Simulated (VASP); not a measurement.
# ZnCu (Pm-3m) in VASP: notebook, part 2 of 2

VASP 6.6.1. The steps go on from the part before.

**3. Single point, LDA**

Input file POSCAR:

```
ZnCu
1.0
    2.9450000000      0.0000000000      0.0000000000
    0.0000000000      2.9450000000      0.0000000000
    0.0000000000      0.0000000000      2.9450000000
Zn Cu
1 1
Direct
    0.5000000000      0.5000000000      0.5000000000
    0.0000000000      0.0000000000      0.0000000000
```

Input file INCAR.step1:

```
  GGA = CA
  ISMEAR = 1
  SIGMA = 0.1
  LWAVE = False
  LCHARG = True
  NBANDS = 28
  PREC = Accurate
  LASPH = True
  LREAL = False
  ALGO = Normal
  EDIFF = 1E-6
  NELM = 120
  GGA_COMPAT = False
  ENCUT = 340
  LMAXMIX = 4
```

Input file KPOINTS.step1:

```
k-points
0
Gamma
  10 10 10
```

Input file INCAR.step2:

```
  GGA = CA
  ISMEAR = -5
  LWAVE = False
  LCHARG = False
  NBANDS = 28
  PREC = Accurate
  LASPH = True
  LREAL = False
  ALGO = Normal
  EDIFF = 1E-6
  NELM = 120
  GGA_COMPAT = False
  ENCUT = 340
  LMAXMIX = 4
  NEDOS = 2001
  LORBIT = 11
  EMIN = -11.6164
  EMAX = 13.3836
  ICHARG = 11
```

Input file KPOINTS.step2:

```
Automatic mesh
0
Gamma
  12 12 12
  0 0 0
```

Potentials or basis: VASP PAW LDA potentials, release 64 (Zn, Cu).

Started as:

```console
> cat potpaw_LDA.64/Zn/POTCAR potpaw_LDA.64/Cu/POTCAR > POTCAR
> cp INCAR.step1 INCAR
> cp KPOINTS.step1 KPOINTS
> mpirun -np 1 vasp_std > vasp.out
> cp INCAR.step2 INCAR
> cp KPOINTS.step2 KPOINTS
> mpirun -np 1 vasp_std > vasp.out
```

OUTCAR:

```text
GGA = CA
   ISMEAR = -5
   PREC = Accurate
   LASPH = True
   LREAL = False
   EDIFF = 1E-6
   NELM = 120
   ENCUT = 340
   LORBIT = 11
   EMIN = -11.6164
   ICHARG = 11

 Found     84 irreducible k-points:

 Following reciprocal coordinates:
            Coordinates               Weight
  0.000000  0.000000  0.000000      1.000000
  0.083333  0.000000  0.000000      6.000000
  0.166667  0.000000  0.000000      6.000000
  0.250000  0.000000  0.000000      6.000000
  0.333333  0.000000  0.000000      6.000000
  0.416667  0.000000  0.000000      6.000000
   k-points           NKPTS =     84   k-points in BZ     NKDIM =     84   number of bands    NBANDS=     28
   number of dos      NEDOS =   2001   number of ions     NIONS =      2
   total plane-waves  NPLWV =   5832
   dimension x,y,z NGX =    18 NGY =   18 NGZ =   18
   dimension x,y,z NGXF=    36 NGYF=   36 NGZF=   36
   ions per type =               1   1
   NGX,Y,Z   is equivalent  to a cutoff of  10.16, 10.16, 10.16 a.u.
   NGXF,Y,Z  is equivalent  to a cutoff of  20.32, 20.32, 20.32 a.u.
 SYSTEM =  unknown system
   PREC   = accura    normal or accurate (medium, high low for compatibility)
   ISTART =      0    job   : 0-new  1-cont  2-samecut
   ICHARG =     11    charge: 1-file 2-atom 10-const
   ISPIN  =      1    spin polarized calculation?
   LNONCOLLINEAR =      F non collinear calculations
   LSORBIT =      F    spin-orbit coupling
[... 68 lines left out ...]
      3      -2.5850      2.00000
      4      -1.8992      2.00000
      5      -1.8992      2.00000
      6      -1.8992      2.00000
[... 145 lines left out ...]
     22      32.8861      0.00000
     23      32.8861      0.00000

 [... further k-points ...]

 [bands above 23 left out]

------------------------ aborting loop because EDIFF is reached ----------------------------------------

  FORCE on cell =-STRESS in cart. coord.  units (eV):
  Direction    XX          YY          ZZ          XY          YZ          ZX
  --------------------------------------------------------------------------------------
  -------------------------------------------------------------------------------------
  Total       -1.6042904     -1.6042904     -1.6042904     -0.0000000     -0.0000000      0.0000000
  in kB     -100.6323640   -100.6323640   -100.6323640     -0.0000000     -0.0000000      0.0000000
  external PRESSURE =    -100.6323640 kB  Pullay stress =       0.0000000 kB

 VOLUME and BASIS-vectors are now :
 -----------------------------------------------------------------------------
  energy-cutoff  :      340.00
  volume of cell :       25.54
      direct lattice vectors                 reciprocal lattice vectors
     2.945000000  0.000000000  0.000000000     0.339558574  0.000000000  0.000000000
     0.000000000  2.945000000  0.000000000     0.000000000  0.339558574  0.000000000
     0.000000000  0.000000000  2.945000000     0.000000000  0.000000000  0.339558574

 POSITION                                       TOTAL-FORCE (eV/Angst)
 -----------------------------------------------------------------------------------
      1.47250      1.47250      1.47250         0.000000      0.000000      0.000000
      0.00000      0.00000      0.00000         0.000000      0.000000      0.000000
 -----------------------------------------------------------------------------------
    total drift:                                0.000000     -0.000000     -0.000000

  FREE ENERGIE OF THE ION-ELECTRON SYSTEM (eV)
  ---------------------------------------------------
  free  energy   TOTEN  =        -6.7513702176 eV

  energy  without entropy=       -6.7513702176  energy(sigma->0) =       -6.75137022

 total charge

# of ion       s       p       d       tot
------------------------------------------
    1        0.589   0.526   9.733  10.848
    2        0.433   0.383   9.181   9.997
--------------------------------------------------
tot          1.022   0.909  18.914  20.845
```

Run time: 17 s. Hardware: 1 thread of Intel Xeon 6975P-C (Granite Rapids), shared host; peak memory 0.13 GiB.

Results:

```
Valence electrons inside the program's atomic spheres : Zn 10.85; Cu 10.00
Density of states at the Fermi level                  : 0.26 states/eV/atom
```

Caveat: the cutoff is under 1.25 times the usual one of these potentials, so pressure, stress and relaxed cells hold a basis-set (Pulay) error; tetrahedron occupations give inexact forces and stress in metals.

**4. Single point, LDA**

POSCAR is that of step 3.

Changes to INCAR.step1 since step 3:

```diff
@@ -13,3 +13,3 @@
   GGA_COMPAT = False
-  ENCUT = 340
+  ENCUT = 470
   LMAXMIX = 4
```

KPOINTS.step1 is that of step 3.

Changes to INCAR.step2 since step 3:

```diff
@@ -12,8 +12,8 @@
   GGA_COMPAT = False
-  ENCUT = 340
+  ENCUT = 470
   LMAXMIX = 4
-  NEDOS = 2001
+  NEDOS = 4001
   LORBIT = 11
-  EMIN = -11.6164
-  EMAX = 13.3836
+  EMIN = -11.6184
+  EMAX = 13.3816
   ICHARG = 11
```

Input file KPOINTS.step2:

```
Automatic mesh
0
Gamma
  27 27 27
  0 0 0
```

Started as:

```console
> cat potpaw_LDA.64/Zn/POTCAR potpaw_LDA.64/Cu/POTCAR > POTCAR
> cp INCAR.step1 INCAR
> cp KPOINTS.step1 KPOINTS
> mpirun -np 1 vasp_std > vasp.out
> cp INCAR.step2 INCAR
> cp KPOINTS.step2 KPOINTS
> mpirun -np 1 vasp_std > vasp.out
```

It took 90 s on 1 thread of Intel Xeon 6975P-C (Granite Rapids), shared host; peak memory 0.43 GiB.

It converged, with:

| Property | Result |
| --- | --- |
| Valence electrons inside the program's atomic spheres | Zn 10.85; Cu 10.00 |
| Density of states at the Fermi level | 0.25 states/eV/atom |

Levels at points of the mesh, in eV from the Fermi level:
```csv
k point,band 8,band 9,band 10,band 11,band 12,band 13,band 14,band 15,band 16,band 17
"(0.00, 0.00, 0.00)",-3.61,-2.78,-2.78,-2.78,6.17,6.17,6.17,11.39,11.39,12.11
```

Caveat: tetrahedron occupations give inexact forces and stress in metals.

**5. Overview**

```csv
task,k mesh,cutoff (eV),smearing,purpose,route,K density,gap on the mesh (eV)
band structure,21 × 21 × 21,590,gaussian 0.04 eV,bands,KPOINTS_OPT,-,-
single point,12 × 12 × 12,340,tetrahedron 0.1 eV,density of states,-,10 × 10 × 10,none
single point,27 × 27 × 27,470,tetrahedron 0.1 eV,density of states,-,10 × 10 × 10,none
```

Alike in all rows: level LDA; potentials or basis VASP PAW LDA potentials, release 64 (Zn, Cu); no spin polarisation; cell as given.

Caveats: tetrahedron occupations give inexact forces and stress in metals (at least some runs); the cell stands under tension (at least some runs); the cutoff is under 1.25 times the usual one of these potentials, so pressure, stress and relaxed cells hold a basis-set (Pulay) error (at least some runs).

Total energies depend on the potentials used, so only differences within one code and one set of settings carry meaning.
